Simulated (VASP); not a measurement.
## Si3N4: single point with PBE

Si3N4:

```
Si N
1.0
     0.00000    3.89441    3.89441
     3.89441    0.00000    3.89441
     3.89441    3.89441    0.00000
Si N
6 8
Direct
  0.75000 0.75000 0.75000
  0.50000 0.50000 0.50000
  0.62500 0.12500 0.12500
  0.12500 0.12500 0.62500
  0.12500 0.62500 0.12500
  0.12500 0.12500 0.12500
  0.36755 0.89736 0.36755
  0.88245 0.88245 0.88245
  0.89736 0.36755 0.36755
  0.88245 0.88245 0.35264
  0.88245 0.35264 0.88245
  0.36755 0.36755 0.89736
  0.35264 0.88245 0.88245
  0.36755 0.36755 0.36755
```

| Property | Result |
| --- | --- |
| Program | VASP 6.6.1 |
| Task | single point |
| Functional | PBE |
| Potentials or basis | VASP PAW PBE potentials, release 64 (Si, N) |
| Cutoff | 520 eV |
| k mesh | 6 × 6 × 6 |
| Occupations | gaussian, width 0.02 eV |
| Spin | no spin polarisation |

The pressure is -0.1 GPa and the largest force is 0.004 eV/Å. The band gap on the k mesh is 3.33 eV, indirect (least direct gap 3.37 eV).

Forces on the atoms (eV/Å):
```
Si   0.000  0.000  0.000
Si   0.000  0.000  0.000
Si   0.000  0.000  0.000
Si   0.000  0.000  0.000
Si   0.000  0.000  0.000
Si   0.000  0.000  0.000
N   -0.003  0.003 -0.003
N   -0.003 -0.003 -0.003
N    0.003 -0.003 -0.003
N    0.003  0.003 -0.003
N    0.003 -0.003  0.003
N   -0.003 -0.003  0.003
N   -0.003  0.003  0.003
N    0.003  0.003  0.003
```

Levels at points of the mesh, in eV from the valence-band top:
```
           k point  band 30  band 31  band 32  band 33  band 34  band 35
(0.00, 0.00, 0.00)    -0.04    -0.04    -0.04     3.33     3.33     3.33
(0.50, 0.00, 0.00)    -0.47    -0.33    -0.33     4.92     5.76     5.76
(0.50, 0.50, 0.00)    -1.10    -0.43    -0.43     6.62     6.62     6.94
```

It took 62 s on 1 thread of Intel(R) Xeon(R) Platinum 8488C (Sapphire Rapids) (shared host), peak memory 0.27 GiB.

A k mesh can miss the band edges. PBE gaps usually lie below the measured ones, often by a third to a half.
